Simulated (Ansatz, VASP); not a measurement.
## Two plane-wave programs on Ge

```
CELL_PARAMETERS angstrom
3.95800 0.00000 0.00000
-1.97900 3.42773 0.00000
0.00000 0.00000 28.00000
ATOMIC_POSITIONS crystal
Ge 0.33333 0.66667 0.51786
Ge 0.66667 0.33333 0.48214
```

Alike in both runs: task single point; functional LDA; k mesh 12 × 12 × 1; occupations gaussian, width 0.1 eV; no spin polarisation.

|  | VASP | Ansatz |
| --- | --- | --- |
| version | VASP 6.6.1 | Ansatz 0.2.0 |
| potentials or method | VASP PAW LDA potentials, release 64 (Ge_d), cutoff 520 eV | scalar-relativistic, plane waves, PAW |
| valence electrons in the cell | 28 | 28 |

VASP gave:

| Property | Result |
| --- | --- |
| gap on the k mesh at the Fermi level (eV) | none |
| rms of the force components (eV/Å) | 0.813 |

Question: Estimate Ansatz's values.

Answer: gap on the k mesh at the Fermi level (eV): none; rms of the force components (eV/Å): 0.820.

Ansatz warns that its potentials were made for another functional, while VASP's fit it. LDA's correlation is that of Perdew and Zunger in VASP and of Perdew and Wang (1992) in Ansatz. Atom by atom the forces differ by 0.007 eV/Å (rms over components). A gap of «none» marks a metal or a gap that the smearing closes.
